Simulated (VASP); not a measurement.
# PtSe2 in VASP: single point with PBE+D3(BJ)

Aim: the single point of PtSe2 with PBE+D3(BJ).

Everything below comes from runs of VASP 6.6.1. Logs are shortened: lines on timing, memory, paths and dates and some standing lists are left out, and cuts for length are marked.

**1. The cell of the first run**

The cell holds a slab with vacuum, 6 atoms: a = 3.707 Å, b = 3.707 Å, c = 22.798 Å, α = 90.00°, β = 90.00°, γ = 120.00°.

**2. Single point, PBE+D3(BJ)**

INCAR

```
SYSTEM = PtSe2
  ALGO = Normal
  DIPOL = 0.5 0.5 0.395
  EDIFF = 1E-6
  ENCUT = 520
  GGA = PE
  IDIPOL = 3
  ISIF = 2
  ISMEAR = 0
  IVDW = 12
  LASPH = .True.
  LCHARG = .False.
  LDIPOL = .True.
  LREAL = .False.
  LWAVE = .False.
  NBANDS = 31
  NELM = 60
  PREC = Accurate
  SIGMA = 0.05
```

KPOINTS

```
k-points
0
Gamma
  9 9 1
  0 0 0
```

POSCAR

```
PtSe2
1.0
    3.7070358035      0.0000000000      0.0000000000
   -1.8535179017      3.2103871786      0.0000000000
    0.0000000000      0.0000000000     22.7981617435
Se Pt
4 2
Direct
    0.6666666667      0.3333333333      0.1973843352
    0.3333333333      0.6666666667      0.3135814612
    0.3333333333      0.6666666667      0.4763138798
    0.6666666667      0.3333333333      0.5925110057
    0.0000000000      0.0000000000      0.2554828982
    1.0000000000      1.0000000000      0.5344124428
```

Potentials or basis: VASP PAW PBE potentials, release 64 (Se, Pt).

Command:

```
$ cat potpaw_PBE.64/Se/POTCAR potpaw_PBE.64/Pt/POTCAR > POTCAR
$ mpirun -np 1 vasp_std > vasp.out
```

OUTCAR:

```text
SYSTEM = PtSe2
   EDIFF = 1E-6
   ENCUT = 520
   GGA = PE
   ISIF = 2
   ISMEAR = 0
   IVDW = 12
   LASPH = .True.
   LREAL = .False.
   NELM = 60
   PREC = Accurate
 IVDW          = 12

 ion  position               nearest neighbor table
   1  0.667  0.333  0.197-   5 2.52   5 2.52   5 2.52
   2  0.333  0.667  0.314-   5 2.52   5 2.52   5 2.52
   3  0.333  0.667  0.476-   6 2.52   6 2.52   6 2.52
   4  0.667  0.333  0.593-   6 2.52   6 2.52   6 2.52
   5  0.000  0.000  0.255-   1 2.52   2 2.52   1 2.52   2 2.52   1 2.52   2 2.52
   6  0.000  0.000  0.534-   4 2.52   4 2.52   4 2.52   3 2.52   3 2.52   3 2.52

  LATTYP: Found a hexagonal cell.
 ALAT       =     3.7070358035
 C/A-ratio  =     6.1499707454

  Lattice vectors:

 A1 = (   3.7070358035,   0.0000000000,   0.0000000000)
 A2 = (  -1.8535179017,   3.2103871786,   0.0000000000)
 A3 = (   0.0000000000,   0.0000000000,  22.7981617435)

Analysis of symmetry for initial positions (statically):
=====================================================================
 Subroutine PRICEL returns:
 Original cell was already a primitive cell.

 Routine SETGRP: Setting up the symmetry group for a
 hexagonal supercell.

 Subroutine GETGRP returns: Found 12 space group operations
 (whereof  6 operations were pure point group operations)
 out of a pool of 24 trial point group operations.

The static configuration has the point symmetry C_3v.
 The point group associated with its full space group is D_3h.

Analysis of symmetry for dynamics (positions and initial velocities):
=====================================================================
 Subroutine PRICEL returns:
 Original cell was already a primitive cell.

 Routine SETGRP: Setting up the symmetry group for a
 hexagonal supercell.

 Subroutine GETGRP returns: Found 12 space group operations
 (whereof  6 operations were pure point group operations)
 out of a pool of 24 trial point group operations.

The dynamic configuration has the point symmetry C_3v.
 The point group associated with its full space group is D_3h.

 Subroutine INISYM returns: Found 12 space group operations
 (whereof  6 operations are pure point group operations),
 and found     1 'primitive' translations

----------------------------------------------------------------------------------------

                                     Primitive cell

  volume of cell :     271.3214

  direct lattice vectors                    reciprocal lattice vectors
[... 93 lines left out ...]
   NELECT =      44.0000    total number of electrons
   NUPDOWN=      -1.0000    fix difference up-down
   EMIN   =  10.00;   EMAX   =-10.00  energy-range for DOS
   EFERMI =   0.00;   METHOD = LEGACY
   ISMEAR =     0;   SIGMA  =   0.05  broadening in eV -4-tet -1-fermi 0-gaus
   EFERMI_NEDOS =   21; number of points for ismear=-14 and -15
   IALGO  =     38    algorithm
   IMIX   =      4    mixing-type and parameters
     AMIX     =   0.40;   BMIX     =  1.00
     AMIX_MAG =   1.60;   BMIX_MAG =  1.00
  volume/ion in A,a.u.               =      45.22       305.16
  Fermi-wavevector in a.u.,A,eV,Ry     =   0.892752  1.687057 10.843938  0.797007
  Thomas-Fermi vector in A             =   2.014742
   LORBIT       =      0    0 simple, 1 ext, 2 COOP (PROOUT), +10 PAW based schemes
   GGA     = PE    functional components
   LHFCALC =     F    Hartree Fock is set to
   AEXX    =    0.0000 exact exchange contribution
   IVDW    =    12    specifies the selected vdW correction
   LEPSILON=     F    determine dielectric tensor
   LRPA    =     F    only Hartree local field effects (RPA)
 non-spin polarized calculation
 Gauss-broadening in eV      SIGMA  =   0.05
  energy-cutoff  :      520.00
  volume of cell :      271.32
 maximum number of plane-waves:      7334
 NGX is ok and might be reduce to    28
   NGX = 13   NGY = 13   NGZ = 85

 dipolmoment           0.000000      0.000000      0.000004 electrons x Angstroem

 number of electron      44.0000000 magnetization

 dipolmoment           0.000000      0.000000     -0.000002 electrons x Angstroem

 Free energy of the ion-electron system (eV)
  ---------------------------------------------------
  ext. energy  EPLUGINS =         0.00000000
  ---------------------------------------------------
  free energy    TOTEN  =       -28.54717998 eV

  energy without entropy =      -28.54717998  energy(sigma->0) =      -28.54717998

 E-fermi :  -0.1611     XC(G=0):  -5.5308

 val. band max:       -0.4267853215   @ k =   0.1111   0.1111   0.0000
 cond. band min:       0.5400791628   @ k =   0.2222   0.0000   0.0000
 fundamental gap:      0.9668644842
 Fermi energy:        -0.1611372885

 k-point     1 :       0.0000    0.0000    0.0000
  band No.  band energies     occupation
      1     -14.7467      2.00000
      2     -14.7060      2.00000
      3     -13.0058      2.00000
      4     -12.9211      2.00000
      5      -5.9770      2.00000
      6      -5.7710      2.00000
[... 397 lines left out ...]
     30       7.2560      0.00000
     31       7.8003      0.00000

------------------------ aborting loop because EDIFF is reached ----------------------------------------

 vacuum level on the upper side and lower side of the slab       (xc-potential included)        -0.177        -0.178

 Edisp (eV)   -2.02710

 E8    (eV) :    -0.8985

  FORCE on cell =-STRESS in cart. coord.  units (eV):
  Direction    XX          YY          ZZ          XY          YZ          ZX
  --------------------------------------------------------------------------------------
  -------------------------------------------------------------------------------------
  Total      -0.11931    -0.11931    -0.27483    -0.00000     0.00000     0.00000
  in kB      -0.70455    -0.70455    -1.62287    -0.00000     0.00000     0.00000
  external pressure =       -1.01 kB  Pullay stress =        0.00 kB

 VOLUME and BASIS-vectors are now :
 -----------------------------------------------------------------------------
  energy-cutoff  :      520.00
  volume of cell :      271.32
      direct lattice vectors                 reciprocal lattice vectors
     3.707035804  0.000000000  0.000000000     0.269757308  0.155744455  0.000000000
    -1.853517902  3.210387179  0.000000000     0.000000000  0.311488909  0.000000000
     0.000000000  0.000000000 22.798161743     0.000000000  0.000000000  0.043863186

 POSITION                                       TOTAL-FORCE (eV/Angst)
 -----------------------------------------------------------------------------------
      1.85352      1.07013      4.50000         0.000000     -0.000000     -0.004508
     -0.00000      2.14026      7.14908        -0.000000      0.000000      0.006003
     -0.00000      2.14026     10.85908        -0.000000      0.000000     -0.006003
      1.85352      1.07013     13.50816         0.000000     -0.000000      0.004508
      0.00000      0.00000      5.82454        -0.000000      0.000000      0.038352
      0.00000      0.00000     12.18362        -0.000000      0.000000     -0.038352
 -----------------------------------------------------------------------------------
    total drift:                               -0.000000      0.000000     -0.000058

  FREE ENERGIE OF THE ION-ELECTRON SYSTEM (eV)
  ---------------------------------------------------
  free  energy   TOTEN  =       -30.5742759219 eV

  energy  without entropy=      -30.5742759219  energy(sigma->0) =      -30.57427592

 vacuum level on the upper side and lower side of the slab         4.841         4.840
```

OSZICAR:

```text
N       E                     dE             d eps       ncg     rms          rms(c)
DAV:   1     0.301967914588E+03    0.30197E+03   -0.17414E+04   744   0.115E+03
DAV:   2    -0.291490160585E+01   -0.30488E+03   -0.29002E+03   983   0.214E+02
DAV:   3    -0.295921390594E+02   -0.26677E+02   -0.26101E+02   892   0.682E+01
[... 14 lines left out ...]
DAV:  18    -0.285471609683E+02   -0.10387E-04   -0.86323E-07   692   0.322E-03    0.911E-04
DAV:  19    -0.285471730022E+02   -0.12034E-04   -0.49332E-07   665   0.228E-03    0.213E-03
DAV:  20    -0.285471759948E+02   -0.29927E-05   -0.62345E-08   610   0.107E-03    0.434E-04
DAV:  21    -0.285471795672E+02   -0.35724E-05   -0.11057E-07   577   0.107E-03    0.796E-04
DAV:  22    -0.285471799830E+02   -0.41585E-06   -0.23904E-08   610   0.610E-04
   1 F= -.30574276E+02 E0= -.30574276E+02  d E =-.115078E-14
```

stdout:

```text
POSCAR found type information on POSCAR SePt
 POSCAR found :  2 types and       6 ions
 scaLAPACK will be used
 LDA part: xc-table for (Slater+PW92), standard interpolation
 POSCAR, INCAR and KPOINTS ok, starting setup
 FFT: planning ... GRIDC
 FFT: planning ... GRID_SOFT
 FFT: planning ... GRID
 WAVECAR not read
 entering main loop
```

It took 1.8 min on 1 thread of Intel Xeon 6975P-C (Granite Rapids), shared host; peak memory 0.4 GiB.

Results:

```yaml
Free_energy: -30.5743 eV
Largest_force: 0.038 eV/Å
Band_gap_on_the_k_mesh: 0.97 eV, indirect (least direct gap 1.13 eV)
Dispersion_energy_per_atom: -0.338 eV
```

Forces in eV/Å, atoms in the order of the input:
```
Se   0.000  0.000 -0.005
Se   0.000  0.000  0.006
Se   0.000  0.000 -0.006
Se   0.000  0.000  0.005
Pt   0.000  0.000  0.038
Pt   0.000  0.000 -0.038
```

Levels at points of the mesh, in eV from the valence-band top:
| k point | band 20 | band 21 | band 22 | band 23 | band 24 | band 25 |
| --- | --- | --- | --- | --- | --- | --- |
| (0.00, 0.00, 0.00) | -0.28 | -0.23 | -0.23 | 2.66 | 2.66 | 2.75 |

Caveat: spin-orbit coupling is left out, which moves the levels of the heavy elements.
